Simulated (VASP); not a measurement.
# Sn (P6_3/mmc) in VASP: a series of runs, part 2 of 3

VASP 6.6.1. The steps go on from the part before.

### 3 Single point, BLYP (volume scaled by 0.92)

Input file INCAR:

```
AGGAC = 1.0
AGGAX = 1.0
ALDAC = 0.0
ALDAX = 1.0
ALGO = Normal
EDIFF = 1E-6
ENCUT = 520
GGA = B5
ISIF = 2
ISMEAR = -1
LASPH = True
LCHARG = True
LELF = True
LREAL = False
LVHAR = True
LWAVE = False
NBANDS = 21
NELM = 80
PREC = Accurate
SIGMA = 0.1
```

Input file KPOINTS:

```
k-points
0
Gamma
  12 12 6
```

Input file POSCAR:

```
Sn
1.0
    3.3976180224      0.0000000000      0.0000000000
   -1.6988090112      2.9424235198      0.0000000000
    0.0000000000      0.0000000000      5.6431414812
Sn
2
Direct
    0.3333333333      0.6666666667      0.2500000000
    0.6666666667      0.3333333333      0.7500000000
```

Potentials or basis: VASP PAW PBE potentials, release 64 (Sn_d).

Launch:

```
$ cat potpaw_PBE.64/Sn_d/POTCAR > POTCAR
$ mpirun -np 1 vasp_std > vasp.out
```

OUTCAR:

```text
EDIFF = 1E-6
   ENCUT = 520
   GGA = B5
   ISIF = 2
   ISMEAR = -1
   LASPH = True
   LREAL = False
   NELM = 80
   PREC = Accurate

 ion  position               nearest neighbor table
   1  0.333  0.667  0.250-   2 3.44   2 3.44   2 3.44   2 3.44   2 3.44   2 3.44
   2  0.667  0.333  0.750-   1 3.44   1 3.44   1 3.44   1 3.44   1 3.44   1 3.44

  LATTYP: Found a hexagonal cell.
 ALAT       =     3.3976180224
 C/A-ratio  =     1.6609110983

  Lattice vectors:

 A1 = (   3.3976180224,   0.0000000000,   0.0000000000)
 A2 = (  -1.6988090112,   2.9424235198,   0.0000000000)
 A3 = (   0.0000000000,   0.0000000000,   5.6431414812)

Analysis of symmetry for initial positions (statically):
=====================================================================
 Subroutine PRICEL returns:
 Original cell was already a primitive cell.

 Routine SETGRP: Setting up the symmetry group for a
 hexagonal supercell.

 Subroutine GETGRP returns: Found 24 space group operations
 (whereof 12 operations were pure point group operations)
 out of a pool of 24 trial point group operations.

The static configuration has the point symmetry D_3d.
 The point group associated with its full space group is D_6h.

Analysis of symmetry for dynamics (positions and initial velocities):
=====================================================================
 Subroutine PRICEL returns:
 Original cell was already a primitive cell.

 Routine SETGRP: Setting up the symmetry group for a
 hexagonal supercell.

 Subroutine GETGRP returns: Found 24 space group operations
 (whereof 12 operations were pure point group operations)
 out of a pool of 24 trial point group operations.

The dynamic configuration has the point symmetry D_3d.
 The point group associated with its full space group is D_6h.

 Subroutine INISYM returns: Found 24 space group operations
 (whereof 12 operations are pure point group operations),
 and found     1 'primitive' translations

----------------------------------------------------------------------------------------

                                     Primitive cell

  volume of cell :      56.4158

  direct lattice vectors                    reciprocal lattice vectors
     3.397618022  0.000000000  0.000000000     0.294323845  0.169927951  0.000000000
    -1.698809011  2.942423520  0.000000000     0.000000000  0.339855902  0.000000000
     0.000000000  0.000000000  5.643141481     0.000000000  0.000000000  0.177206261

  length of vectors
     3.397618022  3.397618022  5.643141481     0.339855902  0.339855902  0.177206261

  position of ions in fractional coordinates (direct lattice)
     0.333333333  0.666666667  0.250000000
     0.666666667  0.333333333  0.750000000

  ion indices of the primitive-cell ions
   primitive index   ion index
                 1           1
                 2           2

----------------------------------------------------------------------------------------

 KPOINTS: k-points

Automatic generation of k-mesh.
 Grid dimensions read from file:
 generate k-points for:   12   12    6

 Generating k-lattice:

  Cartesian coordinates                     Fractional coordinates (reciprocal lattice)
     0.024526987  0.014160663  0.000000000     0.083333333 -0.000000000  0.000000000
     0.000000000  0.028321325  0.000000000     0.000000000  0.083333333  0.000000000
     0.000000000  0.000000000  0.029534377     0.000000000  0.000000000  0.166666667

  Length of vectors
     0.028321325  0.028321325  0.029534377

  Shift w.r.t. Gamma in fractional coordinates (k-lattice)
     0.000000000  0.000000000  0.000000000

 Subroutine IBZKPT returns following result:
 ===========================================

 Found     76 irreducible k-points:

 Following reciprocal coordinates:
            Coordinates               Weight
  0.000000  0.000000  0.000000      1.000000
  0.083333 -0.000000  0.000000      6.000000
  0.166667 -0.000000  0.000000      6.000000
  0.250000 -0.000000  0.000000      6.000000
  0.333333 -0.000000  0.000000      6.000000
  0.416667 -0.000000  0.000000      6.000000
[... 16 lines left out ...]
  0.250000 -0.000000  0.166667     12.000000
  0.333333 -0.000000  0.166667     12.000000
 [... further k-points ...]
   k-points           NKPTS =     76   k-points in BZ     NKDIM =     76   number of bands    NBANDS=     21
   number of dos      NEDOS =    301   number of ions     NIONS =      2
   total plane-waves  NPLWV =  32928
   dimension x,y,z NGX =    28 NGY =   28 NGZ =   42
   dimension x,y,z NGXF=    56 NGYF=   56 NGZF=   84
   ions per type =               2
   NGX,Y,Z   is equivalent  to a cutoff of  13.70, 13.70, 12.37 a.u.
   NGXF,Y,Z  is equivalent  to a cutoff of  27.40, 27.40, 24.75 a.u.
 SYSTEM =  unknown system
   PREC   = accura    normal or accurate (medium, high low for compatibility)
   ISTART =      0    job   : 0-new  1-cont  2-samecut
   ICHARG =      2    charge: 1-file 2-atom 10-const
   ISPIN  =      1    spin polarized calculation?
   LNONCOLLINEAR =      F non collinear calculations
   LSORBIT =      F    spin-orbit coupling
   LASPH  =      T    aspherical Exc in radial PAW
   ENCUT  =  520.0 eV  38.22 Ry    6.18 a.u.   6.32  6.32 10.49*2*pi/ulx,y,z
   NELM   =     80;   NELMIN=  2; NELMDL= -5     # of ELM steps
   EDIFF  = 0.1E-05   stopping-criterion for ELM
   LREAL  =      F    real-space projection
   EDIFFG = 0.1E-04   stopping-criterion for IOM
   NSW    =      0    number of steps for IOM
   IBRION =     -1    ionic relax: 0-MD 1-quasi-New 2-CG
   NFREE  =      0    steps in history (QN), initial steepest desc. (CG)
   ISIF   =      2    stress and relaxation
   ISYM   =      2    0-nonsym 1-usesym 2-fastsym
   POTIM  = 0.5000    time-step for ionic-motion
   TEBEG  =    0.0;   TEEND  =   0.0 temperature during run
   PSTRESS=    0.0 pullay stress
   NELECT =      28.0000    total number of electrons
   NUPDOWN=      -1.0000    fix difference up-down
   EMIN   =  10.00;   EMAX   =-10.00  energy-range for DOS
   EFERMI =   0.00;   METHOD = LEGACY
   ISMEAR =    -1;   SIGMA  =   0.10  broadening in eV -4-tet -1-fermi 0-gaus
   EFERMI_NEDOS =   21; number of points for ismear=-14 and -15
   IALGO  =     38    algorithm
   IMIX   =      4    mixing-type and parameters
     AMIX     =   0.40;   BMIX     =  1.00
     AMIX_MAG =   1.60;   BMIX_MAG =  1.00
  volume/ion in A,a.u.               =      28.21       190.36
  Fermi-wavevector in a.u.,A,eV,Ry     =   1.296166  2.449399 22.858417  1.680046
  Thomas-Fermi vector in A             =   2.427640
   LORBIT       =      0    0 simple, 1 ext, 2 COOP (PROOUT), +10 PAW based schemes
   GGA     = B5    functional components
   LHFCALC =     F    Hartree Fock is set to
   AEXX    =    0.0000 exact exchange contribution
   IVDW    =     0    specifies the selected vdW correction
   LEPSILON=     F    determine dielectric tensor
   LRPA    =     F    only Hartree local field effects (RPA)
 non-spin polarized calculation
  energy-cutoff  :      520.00
  volume of cell :       56.42
 maximum number of plane-waves:      1539
 NGX is ok and might be reduce to    28
   NGX = 13   NGY = 13   NGZ = 21

 number of electron      28.0000013 magnetization

 Free energy of the ion-electron system (eV)
  ---------------------------------------------------
  ext. energy  EPLUGINS =         0.00000000
  ---------------------------------------------------
  free energy    TOTEN  =        -5.88225885 eV

  energy without entropy =       -5.84380311  energy(sigma->0) =       -5.86303098

 E-fermi :   8.1042     XC(G=0):  -9.5804

 val. band max:        8.0869223940   @ k =   0.3333   0.2500   0.0000
 cond. band min:       8.1059350937   @ k =   0.3333   0.3333   0.1667
 fundamental gap:      0.0190126997
 Fermi energy:         8.1042307035

 k-point     1 :       0.0000    0.0000    0.0000
  band No.  band energies     occupation
      1     -13.3812      2.00000
      2     -13.3732      2.00000
      3     -13.3656      2.00000
      4     -13.3656      2.00000
      5     -13.3570      2.00000
      6     -13.3570      2.00000
[... 13 lines left out ...]
     20      18.2623      0.00000
     21      19.9395      0.00000

 k-point     2 :       0.0833   -0.0000    0.0000
  band No.  band energies     occupation
      1     -13.3827      2.00000
      2     -13.3724      2.00000
      3     -13.3613      2.00000
      4     -13.3568      2.00000
      5     -13.3524      2.00000
      6     -13.3484      2.00000
[... 520 lines left out ...]
 k-point    24 :       0.3333   -0.0000    0.1667
  band No.  band energies     occupation
      1     -13.4246      2.00000
      2     -13.3805      2.00000
      3     -13.3727      2.00000
      4     -13.3460      2.00000
      5     -13.3180      2.00000
      6     -13.3005      2.00000
[... 13 lines left out ...]
     20      16.5298      0.00000
     21      17.7603      0.00000

 [... further k-points ...]
[... 5 lines left out ...]
  --------------------------------------------------------------------------------------
  -------------------------------------------------------------------------------------
  Total        1.3585634      1.3585634      1.1261773     -0.0000000      0.0000000     -0.0000000
  in kB       38.5824504     38.5824504     31.9828146     -0.0000000      0.0000000     -0.0000000
  external PRESSURE =      36.3825718 kB  Pullay stress =       0.0000000 kB

 VOLUME and BASIS-vectors are now :
 -----------------------------------------------------------------------------
  energy-cutoff  :      520.00
  volume of cell :       56.42
      direct lattice vectors                 reciprocal lattice vectors
     3.397618022  0.000000000  0.000000000     0.294323845  0.169927951  0.000000000
    -1.698809011  2.942423520  0.000000000     0.000000000  0.339855902  0.000000000
     0.000000000  0.000000000  5.643141481     0.000000000  0.000000000  0.177206261

 POSITION                                       TOTAL-FORCE (eV/Angst)
 -----------------------------------------------------------------------------------
     -0.00000      1.96162      1.41079        -0.000000      0.000000      0.000000
      1.69881      0.98081      4.23236         0.000000     -0.000000      0.000000
 -----------------------------------------------------------------------------------
    total drift:                               -0.000000      0.000000     -0.000000

  FREE ENERGIE OF THE ION-ELECTRON SYSTEM (eV)
  ---------------------------------------------------
  free  energy   TOTEN  =        -5.8822588526 eV

  energy  without entropy=       -5.8438031111  energy(sigma->0) =       -5.86303098
```

stdout:

```text
POSCAR found type information on POSCAR Sn
 POSCAR found :  1 types and       2 ions
 scaLAPACK will be used
 -----------------------------------------------------------------------------
|                                                                             |
|                                                                             |
|     You enforced a specific xc type in the INCAR file but a different       |
|     I HOPE YOU KNOW WHAT YOU ARE DOING!                                     |
|                                                                             |
 -----------------------------------------------------------------------------

 LDA part: xc-table for (Slater(with rela. corr.)+VWN5), standard interpolation
 POSCAR, INCAR and KPOINTS ok, starting setup
 FFT: planning ... GRIDC
 FFT: planning ... GRID_SOFT
 FFT: planning ... GRID
 WAVECAR not read
 entering main loop
```

Wall time 93 s (1 thread of AMD EPYC 7R13 (Zen 3), shared host); peak memory 0.18 GiB.

What came out:

```
Free energy            : -5.8823 eV
Pressure               : 3.6 GPa
Band gap on the k mesh : zero (band 14 reaches 13.75 eV, above the bottom of band 15 at 5.87 eV)
```

Stress tensor (GPa, compression positive):
```
3.86 0.00 0.00
0.00 3.86 0.00
0.00 0.00 3.20
```

Caveat: the PAW data sets were made with another functional, which shifts forces and pressure a little; spin-orbit coupling is left out, which moves the levels of the heavy elements.

### 4 Single point, BLYP (volume scaled by 0.96)

Input file INCAR:

```
SYSTEM = Sn
PREC     = Accurate       ! precision mode
ENCUT    = 520            ! plane-wave cutoff, eV
EDIFF    = 1E-6           ! SCF threshold, eV
ISMEAR   = -1             ! smearing method
SIGMA    = 0.1            ! smearing width, eV
LREAL    = .False.        ! projectors in reciprocal space
LASPH    = .True.         ! aspherical terms in the spheres
NELM     = 100            ! most SCF steps
ALGO     = Normal         ! electronic algorithm
ISIF     = 2              ! what is computed and relaxed
LWAVE    = .False.        ! write WAVECAR
LCHARG   = .False.        ! write CHGCAR
GGA      = B5             ! functional
ALDAX    = 1.0          
AGGAX    = 1.0          
AGGAC    = 1.0          
ALDAC    = 0.0          
NBANDS   = 21             ! bands
```

Input file KPOINTS:

```
Automatic mesh
0
Gamma
  12 12 6
  0 0 0
```

Input file POSCAR:

```
Sn
1.0
    3.4461619813      0.0000000000      0.0000000000
   -1.7230809907      2.9844638214      0.0000000000
    0.0000000000      0.0000000000      5.7237686812
Sn
2
Direct
    0.3333333333      0.6666666667      0.2500000000
    0.6666666667      0.3333333333      0.7500000000
```

Launch:

```
$ cat potpaw_PBE.64/Sn_d/POTCAR > POTCAR
$ mpirun -np 1 vasp_std > vasp.out
```

Wall time 1.8 min (1 thread of AMD EPYC 7R13 (Zen 3), shared host); peak memory 0.19 GiB.

Results (log left out):

```
Free energy            : -5.9234 eV
Pressure               : 1.6 GPa
Band gap on the k mesh : zero (band 14 reaches 13.01 eV, above the bottom of band 15 at 5.48 eV)
```

Stress tensor (GPa, compression positive):
```
1.77 0.00 0.00
0.00 1.77 0.00
0.00 0.00 1.31
```

Levels at points of the mesh, in eV from the Fermi level:
| k point | band 11 | band 12 | band 13 | band 14 | band 15 | band 16 | band 17 | band 18 |
| --- | --- | --- | --- | --- | --- | --- | --- | --- |
| (0.00, 0.00, 0.00) | -10.55 | -6.91 | -4.10 | 5.33 | 5.33 | 6.71 | 6.87 | 6.87 |
| (0.50, 0.00, 0.00) | -6.93 | -5.76 | -2.49 | -1.46 | -0.59 | 1.44 | 2.08 | 5.19 |
| (0.00, 0.00, 0.50) | -9.39 | -9.39 | 0.71 | 0.71 | 6.09 | 6.09 | 6.09 | 6.09 |
| (0.50, 0.00, 0.50) | -6.06 | -6.06 | -3.58 | -3.58 | 3.25 | 3.25 | 3.29 | 3.29 |

Caveat: the PAW data sets were made with another functional, which shifts forces and pressure a little; spin-orbit coupling is left out, which moves the levels of the heavy elements.

(Part 2 of 3 ends here.)
